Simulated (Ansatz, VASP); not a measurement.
**One calculation of Pt, two programs**

Contents of INCAR:

```
SYSTEM = Pt
ALGO = Normal
EDIFF = 1E-6
ENCUT = 520
GGA = PE
ISIF = 2
ISMEAR = 0
LASPH = .True.
LCHARG = .False.
LREAL = .False.
LWAVE = .False.
NBANDS = 11
NELM = 80
PREC = Accurate
SIGMA = 0.15
```

The input KPOINTS:

```
k-points
0
Gamma
  20 20 20
  0 0 0
```

POSCAR

```
Pt
1.0
    0.0000000000      2.0557950000      1.9579000000
    2.0557950000      0.0000000000      1.9579000000
    2.0557950000      2.0557950000      0.0000000000
Pt
1
Direct
    0.0000000000      0.0000000000      0.0000000000
```

Input for Ansatz:

```yaml
crystal:
  lattice:
    - [0.0, 2.055795, 1.9579]
    - [2.055795, 0.0, 1.9579]
    - [2.055795, 2.055795, 0.0]
  atoms:
    - { symbol: Pt, position: [0.0, 0.0, 0.0] }
basis:
  ecutwfc: 420
kpoints:
  mp_grid: { grid: [20, 20, 20] }
hamiltonian:
  xc: pbe
scf:
  occupations: { method: gaussian, width: 0.15 }
output:
  forces: true
  stress: true
  eigenvalues: true
```

Change from the starting cell: strain +0.050 along x and y, +0.000 along z, atoms carried along.

Alike in both runs: task single point; functional PBE; k mesh 20 × 20 × 20; occupations gaussian, width 0.15 eV; no spin polarisation.

```csv
,VASP,Ansatz
version,VASP 6.6.1,Ansatz 0.2.0
potentials or method,"VASP PAW PBE potentials, release 64 (Pt), cutoff 520 eV","scalar-relativistic, plane waves, PAW"
valence electrons in the cell,10,18
```

```csv
,VASP,Ansatz,Ansatz less VASP
gap on the k mesh at the Fermi level (eV),none,none,-
pressure (GPa),-12.1,-11.7,+0.40
"traceless stress, the component that is largest in VASP (GPa)",1.66,1.67,+0.009
```

A gap of «none» marks a metal or a gap that the smearing closes. VASP's potentials hold 10 valence electrons a cell and Ansatz's 18, so a difference there can come from the potentials and not from the codes.

Neither program's run includes spin-orbit coupling.
